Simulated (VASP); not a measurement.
## Co: single point with LDA

Co:

```
Co
1.0
     2.42738    0.00000    0.00000
    -1.21369    2.10217    0.00000
     0.00000    0.00000    3.92305
Co
2
Direct
  0.33333 0.66667 0.25000
  0.66667 0.33333 0.75000
```

* Program: VASP 6.6.1
* Task: single point
* Functional: LDA
* Potentials or basis: VASP PAW LDA potentials, release 64 (Co)
* Cutoff: 520 eV
* k mesh: 15 × 15 × 8
* Occupations: methfessel-paxton, width 0.3 eV
* Spin: collinear spin, ferromagnetic start
* Starting moments: [1.558, 1.558] μB

| Item | Value |
| --- | --- |
| Pressure | -0.9 GPa |
| Net moment | 3.03 μB per cell |
| Site moments | Co +1.51 μB |
| Valence electrons inside the program's atomic spheres | Co 8.45 |

Stress tensor (GPa, compression positive):
```
-0.61  0.00  0.00
 0.00 -0.61  0.00
 0.00  0.00 -1.45
```

Levels at points of the mesh, in eV from the Fermi level:
Spin up:
```tsv
k point	band 8	band 9	band 10	band 11	band 12	band 13
(0.00, 0.00, 0.00)	-1.77	-1.77	-0.50	-0.50	-0.08	7.23
(0.00, 0.00, 0.50)	-2.61	-0.85	-0.85	-0.85	-0.85	16.04
```
Spin down:
```tsv
k point	band 4	band 5	band 6	band 7	band 8	band 9	band 10	band 11
(0.00, 0.00, 0.00)	-1.15	-1.15	-0.74	-0.74	-0.28	-0.28	0.10	1.09
(0.00, 0.00, 0.50)	-1.73	-1.22	-1.22	-1.22	-1.22	0.72	0.72	0.72
```

Wall time 61 s on 1 thread of Intel(R) Xeon(R) Platinum 8488C (Sapphire Rapids), on a shared host, peak memory 0.18 GiB.

Caveat: so wide a smearing shifts energies and pressures.
